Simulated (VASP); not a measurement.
# Mg4Ge3N (P6_3/mmc) in VASP: single point with PBE

Aim: the single point of Mg4Ge3N with PBE.

Program: VASP 6.6.1. These are calculated values, not measurements. Logs are shortened: lines on timing, memory, paths and dates and some standing lists are left out, and cuts for length are marked.

**1. The cell of the first run**

Symmetry: P6_3/mmc, No. 194, hexagonal system. The conventional cell has a = 3.193 Å, b = 3.193 Å, c = 31.515 Å, α = 90.00°, β = 90.00°, γ = 120.00°. Within 3.0 Å of Mg (site symmetry 3m) lie 3 N at 2.21 Å and 1 Mg at 2.44 Å and 3 Ge at 2.98 Å. Within 3.7 Å of Mg (site symmetry 3m) lie 6 Ge at 2.83 to 2.85 Å and 6 Mg at 3.19 Å. Ge (site symmetry 3m) has 6 Mg at 2.83 to 2.98 Å and 6 Ge at 3.19 Å within 3.7 Å. Ge (site symmetry -3m) has 6 Mg at 2.85 Å and 6 Ge at 3.19 Å within 3.8 Å. Within 2.9 Å of N (site symmetry -6m2) lie 6 Mg at 2.21 Å.

**2. Single point, PBE**

INCAR reads:

```
SYSTEM = Mg4Ge3N
PREC = Accurate
ENCUT = 520
EDIFF = 1E-6
ISMEAR = 0
SIGMA = 0.2
LREAL = Auto
LASPH = .True.
NELM = 80
ALGO = Normal
ISIF = 2
LWAVE = .False.
LCHARG = .True.
GGA = PE
LELF = .True.
LVHAR = .True.
NBANDS = 69
```

KPOINTS reads:

```
Automatic mesh
0
Gamma
  5 5 1
  0 0 0
```

POSCAR reads:

```
Mg4Ge3N
1.0
    3.1929538252      0.0000000000      0.0000000000
   -1.5964769126      2.7651791258      0.0000000000
    0.0000000000      0.0000000000     31.5148669063
Mg Ge N
8 6 2
Direct
    0.0000000000      0.0000000000      0.7887728299
    0.0000000000      0.0000000000      0.7112271701
    0.6666666667      0.3333333333      0.9308782175
    0.3333333333      0.6666666667      0.0691217825
    0.0000000000      0.0000000000      0.2887728299
    0.0000000000      0.0000000000      0.2112271701
    0.6666666667      0.3333333333      0.5691217825
    0.3333333333      0.6666666667      0.4308782175
    0.3333333333      0.6666666667      0.6371218023
    0.3333333333      0.6666666667      0.8628781977
    0.0000000000      0.0000000000      0.0000000000
    0.6666666667      0.3333333333      0.1371218023
    0.6666666667      0.3333333333      0.3628781977
    0.0000000000      0.0000000000      0.5000000000
    0.6666666667      0.3333333333      0.7500000000
    0.3333333333      0.6666666667      0.2500000000
```

Potentials or basis: VASP PAW PBE potentials, release 64 (Mg, Ge_d, N).

Launch:

```sh
cat potpaw_PBE.64/Mg/POTCAR potpaw_PBE.64/Ge_d/POTCAR potpaw_PBE.64/N/POTCAR > POTCAR
mpirun -np 1 vasp_std > vasp.out
```

OUTCAR:

```text
SYSTEM = Mg4Ge3N
   PREC = Accurate
   ENCUT = 520
   EDIFF = 1E-6
   ISMEAR = 0
   LREAL = Auto
   LASPH = .True.
   NELM = 80
   ISIF = 2
   GGA = PE

 ion  position               nearest neighbor table
   1  0.000  0.000  0.789-  15 2.21  15 2.21  15 2.21   2 2.44  10 2.98  10 2.98  10 2.98
   2  0.000  0.000  0.711-  15 2.21  15 2.21  15 2.21   1 2.44   9 2.98   9 2.98   9 2.98
   3  0.667  0.333  0.931-  10 2.83  10 2.83  10 2.83  11 2.85  11 2.85  11 2.85
   4  0.333  0.667  0.069-  12 2.83  12 2.83  12 2.83  11 2.85  11 2.85  11 2.85
   5  0.000  0.000  0.289-  16 2.21  16 2.21  16 2.21   6 2.44  13 2.98  13 2.98  13 2.98
   6  0.000  0.000  0.211-  16 2.21  16 2.21  16 2.21   5 2.44  12 2.98  12 2.98  12 2.98
   7  0.667  0.333  0.569-   9 2.83   9 2.83   9 2.83  14 2.85  14 2.85  14 2.85
   8  0.333  0.667  0.431-  13 2.83  13 2.83  13 2.83  14 2.85  14 2.85  14 2.85
   9  0.333  0.667  0.637-   7 2.83   7 2.83   7 2.83   2 2.98   2 2.98   2 2.98
  10  0.333  0.667  0.863-   3 2.83   3 2.83   3 2.83   1 2.98   1 2.98   1 2.98
  11  0.000  0.000  0.000-   3 2.85   4 2.85   3 2.85   4 2.85   3 2.85   4 2.85
  12  0.667  0.333  0.137-   4 2.83   4 2.83   4 2.83   6 2.98   6 2.98   6 2.98
  13  0.667  0.333  0.363-   8 2.83   8 2.83   8 2.83   5 2.98   5 2.98   5 2.98
  14  0.000  0.000  0.500-   7 2.85   8 2.85   7 2.85   8 2.85   7 2.85   8 2.85
  15  0.667  0.333  0.750-   1 2.21   2 2.21   1 2.21   2 2.21   1 2.21   2 2.21
  16  0.333  0.667  0.250-   5 2.21   6 2.21   5 2.21   6 2.21   5 2.21   6 2.21

  LATTYP: Found a hexagonal cell.
 ALAT       =     3.1929538252
 C/A-ratio  =     9.8701292382

  Lattice vectors:

 A1 = (   3.1929538252,   0.0000000000,   0.0000000000)
 A2 = (  -1.5964769126,   2.7651791258,   0.0000000000)
 A3 = (   0.0000000000,   0.0000000000,  31.5148669063)

Analysis of symmetry for initial positions (statically):
=====================================================================
 Subroutine PRICEL returns:
 Original cell was already a primitive cell.

 Routine SETGRP: Setting up the symmetry group for a
 hexagonal supercell.

 Subroutine GETGRP returns: Found 24 space group operations
 (whereof 12 operations were pure point group operations)
 out of a pool of 24 trial point group operations.

The static configuration has the point symmetry D_3d.
 The point group associated with its full space group is D_6h.

Analysis of symmetry for dynamics (positions and initial velocities):
=====================================================================
 Subroutine PRICEL returns:
 Original cell was already a primitive cell.

 Routine SETGRP: Setting up the symmetry group for a
 hexagonal supercell.

 Subroutine GETGRP returns: Found 24 space group operations
 (whereof 12 operations were pure point group operations)
 out of a pool of 24 trial point group operations.

The dynamic configuration has the point symmetry D_3d.
 The point group associated with its full space group is D_6h.

 Subroutine INISYM returns: Found 24 space group operations
 (whereof 12 operations are pure point group operations),
 and found     1 'primitive' translations

----------------------------------------------------------------------------------------

                                     Primitive cell

  volume of cell :     278.2476

  direct lattice vectors                    reciprocal lattice vectors
     3.192953825  0.000000000  0.000000000     0.313189622  0.180820112  0.000000000
    -1.596476913  2.765179126  0.000000000     0.000000000  0.361640225  0.000000000
     0.000000000  0.000000000 31.514866906     0.000000000  0.000000000  0.031731056

  length of vectors
     3.192953825  3.192953825 31.514866906     0.361640225  0.361640225  0.031731056

  position of ions in fractional coordinates (direct lattice)
     0.000000000  0.000000000  0.788772830
     0.000000000  0.000000000  0.711227170
     0.666666667  0.333333333  0.930878218
     0.333333333  0.666666667  0.069121782
     0.000000000  0.000000000  0.288772830
     0.000000000  0.000000000  0.211227170
[... 8 lines left out ...]
     0.666666667  0.333333333  0.750000000
     0.333333333  0.666666667  0.250000000

  ion indices of the primitive-cell ions
   primitive index   ion index
                 1           1
                 2           2
                 3           3
                 4           4
                 5           5
                 6           6
[... 8 lines left out ...]
                15          15
                16          16

----------------------------------------------------------------------------------------

 KPOINTS: Automatic mesh

Automatic generation of k-mesh.
 Grid dimensions read from file:
 generate k-points for:    5    5    1

 Generating k-lattice:

  Cartesian coordinates                     Fractional coordinates (reciprocal lattice)
     0.062637924  0.036164022  0.000000000     0.200000000 -0.000000000  0.000000000
     0.000000000  0.072328045  0.000000000     0.000000000  0.200000000  0.000000000
     0.000000000  0.000000000  0.031731056     0.000000000  0.000000000  1.000000000

  Length of vectors
     0.072328045  0.072328045  0.031731056

  Shift w.r.t. Gamma in fractional coordinates (k-lattice)
     0.000000000  0.000000000  0.000000000

 Subroutine IBZKPT returns following result:
 ===========================================

 Found      5 irreducible k-points:

 Following reciprocal coordinates:
            Coordinates               Weight
  0.000000  0.000000  0.000000      1.000000
  0.200000  0.000000  0.000000      6.000000
  0.400000  0.000000  0.000000      6.000000
  0.200000  0.200000  0.000000      6.000000
  0.400000  0.200000  0.000000      6.000000
   k-points           NKPTS =      5   k-points in BZ     NKDIM =      5   number of bands    NBANDS=     69
   number of dos      NEDOS =    301   number of ions     NIONS =     16
   total plane-waves  NPLWV = 138240
   dimension x,y,z NGX =    24 NGY =   24 NGZ =  240
   dimension x,y,z NGXF=    48 NGYF=   48 NGZF=  480
   ions per type =               8   6   2
   NGX,Y,Z   is equivalent  to a cutoff of  12.50, 12.50, 12.66 a.u.
   NGXF,Y,Z  is equivalent  to a cutoff of  24.99, 24.99, 25.32 a.u.
 SYSTEM =  Mg4Ge3N
   PREC   = accura    normal or accurate (medium, high low for compatibility)
   ISTART =      0    job   : 0-new  1-cont  2-samecut
   ICHARG =      2    charge: 1-file 2-atom 10-const
   ISPIN  =      1    spin polarized calculation?
   LNONCOLLINEAR =      F non collinear calculations
   LSORBIT =      F    spin-orbit coupling
   LASPH  =      T    aspherical Exc in radial PAW
   ENCUT  =  520.0 eV  38.22 Ry    6.18 a.u.   5.94  5.94 58.60*2*pi/ulx,y,z
   NELM   =     80;   NELMIN=  2; NELMDL= -5     # of ELM steps
   EDIFF  = 0.1E-05   stopping-criterion for ELM
   LREAL  =      T    real-space projection
   EDIFFG = 0.1E-04   stopping-criterion for IOM
   NSW    =      0    number of steps for IOM
   IBRION =     -1    ionic relax: 0-MD 1-quasi-New 2-CG
   NFREE  =      0    steps in history (QN), initial steepest desc. (CG)
   ISIF   =      2    stress and relaxation
   ISYM   =      2    0-nonsym 1-usesym 2-fastsym
   POTIM  = 0.5000    time-step for ionic-motion
   TEBEG  =    0.0;   TEEND  =   0.0 temperature during run
   PSTRESS=    0.0 pullay stress
   NELECT =     110.0000    total number of electrons
   NUPDOWN=      -1.0000    fix difference up-down
   EMIN   =  10.00;   EMAX   =-10.00  energy-range for DOS
   EFERMI =   0.00;   METHOD = LEGACY
   ISMEAR =     0;   SIGMA  =   0.20  broadening in eV -4-tet -1-fermi 0-gaus
   EFERMI_NEDOS =   21; number of points for ismear=-14 and -15
   IALGO  =     38    algorithm
   IMIX   =      4    mixing-type and parameters
     AMIX     =   0.40;   BMIX     =  1.00
     AMIX_MAG =   1.60;   BMIX_MAG =  1.00
  volume/ion in A,a.u.               =      17.39       117.36
  Fermi-wavevector in a.u.,A,eV,Ry     =   1.201513  2.270531 19.641837  1.443634
  Thomas-Fermi vector in A             =   2.337320
   LORBIT       =      0    0 simple, 1 ext, 2 COOP (PROOUT), +10 PAW based schemes
   GGA     = PE    functional components
   LHFCALC =     F    Hartree Fock is set to
   AEXX    =    0.0000 exact exchange contribution
   IVDW    =     0    specifies the selected vdW correction
   LEPSILON=     F    determine dielectric tensor
   LRPA    =     F    only Hartree local field effects (RPA)
 non-spin polarized calculation
 Gauss-broadening in eV      SIGMA  =   0.20
  energy-cutoff  :      520.00
  volume of cell :      278.25
 maximum number of plane-waves:      7558
 NGX is ok and might be reduce to    24
   NGX = 11   NGY = 11   NGZ =117

 number of electron     110.0000082 magnetization

 Free energy of the ion-electron system (eV)
  ---------------------------------------------------
  ext. energy  EPLUGINS =         0.00000000
  ---------------------------------------------------
  free energy    TOTEN  =       -58.12387929 eV

  energy without entropy =      -57.94948894  energy(sigma->0) =      -58.03668411

 E-fermi :   4.3514     XC(G=0): -10.0829

 val. band max:        4.3438269844   @ k =   0.4000   0.2000   0.0000
 cond. band min:       4.3598693291   @ k =   0.0000   0.0000   0.0000
 fundamental gap:      0.0160423448
 Fermi energy:         4.3514203397

 k-point     1 :       0.0000    0.0000    0.0000
  band No.  band energies     occupation
      1     -19.8954      2.00000
      2     -19.8954      2.00000
      3     -19.8954      2.00000
      4     -19.8954      2.00000
      5     -19.7879      2.00000
      6     -19.7879      2.00000
[... 59 lines left out ...]
     66      10.6389      0.00000
     67      10.6389      0.00000

 k-point     2 :       0.2000    0.0000    0.0000
  band No.  band energies     occupation
      1     -19.8982      2.00000
      2     -19.8982      2.00000
      3     -19.8785      2.00000
      4     -19.8785      2.00000
      5     -19.7970      2.00000
      6     -19.7970      2.00000
[... 59 lines left out ...]
     66       9.2989      0.00000
     67       9.4160      0.00000

 k-point     3 :       0.4000    0.0000    0.0000
  band No.  band energies     occupation
      1     -19.9043      2.00000
      2     -19.9043      2.00000
      3     -19.8511      2.00000
      4     -19.8511      2.00000
      5     -19.8115      2.00000
      6     -19.8115      2.00000
[... 59 lines left out ...]
     66       7.8589      0.00000
     67       7.9448      0.00000

 k-point     4 :       0.2000    0.2000    0.0000
  band No.  band energies     occupation
      1     -19.8943      2.00000
      2     -19.8943      2.00000
      3     -19.8646      2.00000
      4     -19.8646      2.00000
      5     -19.8063      2.00000
      6     -19.8063      2.00000
[... 59 lines left out ...]
     66       8.1807      0.00000
     67       8.8074      0.00000

 k-point     5 :       0.4000    0.2000    0.0000
  band No.  band energies     occupation
      1     -19.8897      2.00000
      2     -19.8897      2.00000
      3     -19.8574      2.00000
      4     -19.8573      2.00000
      5     -19.8107      2.00000
      6     -19.8107      2.00000
[... 59 lines left out ...]
     66       7.0617      0.00000
     67       7.3675      0.00000
 [bands above 67 left out]

------------------------ aborting loop because EDIFF is reached ----------------------------------------

  FORCE on cell =-STRESS in cart. coord.  units (eV):
  Direction    XX          YY          ZZ          XY          YZ          ZX
  --------------------------------------------------------------------------------------
  -------------------------------------------------------------------------------------
  Total       -0.3463782     -0.3463782     -0.1756259      0.0000000      0.0000000      0.0000000
  in kB       -1.9944802     -1.9944802     -1.0112717      0.0000000      0.0000000      0.0000000
  external PRESSURE =      -1.6667440 kB  Pullay stress =       0.0000000 kB

 VOLUME and BASIS-vectors are now :
 -----------------------------------------------------------------------------
  energy-cutoff  :      520.00
  volume of cell :      278.25
      direct lattice vectors                 reciprocal lattice vectors
     3.192953825  0.000000000  0.000000000     0.313189622  0.180820112  0.000000000
    -1.596476913  2.765179126  0.000000000     0.000000000  0.361640225  0.000000000
     0.000000000  0.000000000 31.514866906     0.000000000  0.000000000  0.031731056

 POSITION                                       TOTAL-FORCE (eV/Angst)
 -----------------------------------------------------------------------------------
      0.00000      0.00000     24.85807        -0.000000      0.000000     -0.021116
      0.00000      0.00000     22.41423        -0.000000      0.000000      0.021116
      1.59648      0.92173     29.33650        -0.000000     -0.000000     -0.010339
     -0.00000      1.84345      2.17836         0.000000      0.000000      0.010339
      0.00000      0.00000      9.10064         0.000000      0.000000     -0.021116
      0.00000      0.00000      6.65680         0.000000      0.000000      0.021116
[... 8 lines left out ...]
      1.59648      0.92173     23.63615         0.000000     -0.000000      0.000000
     -0.00000      1.84345      7.87872         0.000000      0.000000      0.000000
 -----------------------------------------------------------------------------------
    total drift:                                0.000000     -0.000000      0.000000

  FREE ENERGIE OF THE ION-ELECTRON SYSTEM (eV)
  ---------------------------------------------------
  free  energy   TOTEN  =       -58.1238792876 eV

  energy  without entropy=      -57.9494889408  energy(sigma->0) =      -58.03668411
```

Wall time 6.5 min (1 thread of Oxide Virtual Turin-like, shared host); peak memory 0.36 GiB.

What came out:

- Free energy: -58.1239 eV
- Pressure: -0.2 GPa
- Largest force: 0.021 eV/Å
- Band gap on the k mesh: zero (bands 55 and 56 overlap by 4.60 eV)

Forces in eV/Å, atoms in the order of the input:
```
Mg   0.000  0.000 -0.021
Mg   0.000  0.000  0.021
Mg   0.000  0.000 -0.010
Mg   0.000  0.000  0.010
Mg   0.000  0.000 -0.021
Mg   0.000  0.000  0.021
Mg   0.000  0.000  0.010
Mg   0.000  0.000 -0.010
Ge   0.000  0.000 -0.010
Ge   0.000  0.000  0.010
Ge   0.000  0.000  0.000
Ge   0.000  0.000 -0.010
Ge   0.000  0.000  0.010
Ge   0.000  0.000  0.000
N    0.000  0.000  0.000
N    0.000  0.000  0.000
```

Levels at points of the mesh, in eV from the Fermi level:
| k point | band 52 | band 53 | band 54 | band 55 | band 56 | band 57 | band 58 | band 59 | band 60 | band 61 |
| --- | --- | --- | --- | --- | --- | --- | --- | --- | --- | --- |
| (0.00, 0.00, 0.00) | 1.05 | 2.00 | 3.43 | 4.13 | 5.67 | 5.92 | 5.92 | 5.92 | 5.92 | 6.16 |

Caveat: the k points lie up to 0.45 Å⁻¹ apart, too coarse for converged energies and pressures of a metal.
